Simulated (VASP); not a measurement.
Wanted: the native input for a VASP 6.6.1 run.

| Property | Result |
| --- | --- |
| Task | single point |
| Functional | PBE |
| Dispersion | D3(BJ) |
| Potentials or basis | VASP PAW PBE potentials, release 64 (Be, S) |
| Cutoff | 520 eV |
| k mesh | 4 × 4 × 4 |
| Occupations | gaussian, width 0.01 eV |
| Spin | no spin polarisation |
| Dipole correction | no |
| Further INCAR settings | ALGO = Normal; EDIFF = 1e-06; NBANDS = 11 |

The structure of BeS lies in POSCAR:

```
BeS
1.0
    0.0000000000      2.4250000000      2.4250000000
    2.4250000000      0.0000000000      2.4250000000
    2.4250000000      2.4250000000      0.0000000000
Be S
1 1
Direct
    0.0000000000      0.0000000000      0.0000000000
    0.2500000000      0.2500000000      0.2500000000
```

These files were run (other wordings do the same):

INCAR

```
SYSTEM = BeS
ALGO = Normal
EDIFF = 1E-6
ENCUT = 520
GGA = PE
ISIF = 2
ISMEAR = 0
IVDW = 12
LASPH = .True.
LCHARG = .False.
LREAL = .False.
LWAVE = .False.
NBANDS = 11
NELM = 60
PREC = Accurate
SIGMA = 0.01
```

KPOINTS

```
k-points
0
Gamma
  4 4 4
  0 0 0
```

Potentials or basis: VASP PAW PBE potentials, release 64 (Be, S).

Run with:

```sh
$ cat potpaw_PBE.64/Be/POTCAR potpaw_PBE.64/S/POTCAR > POTCAR
$ mpirun -np 1 vasp_std > vasp.out
```

It gave:

```json
{
  "Pressure": "-1.5 GPa",
  "Band gap on the k mesh": "3.10 eV, indirect (least direct gap 5.66 eV)",
  "Dispersion energy per atom": "-0.301 eV"
}
```

Caveat: the k points lie up to 0.56 Å⁻¹ apart; three body term missing.

Wall time 6.3 s on 1 thread of Intel Xeon 8259CL, with other jobs on the host, peak memory 0.15 GiB.
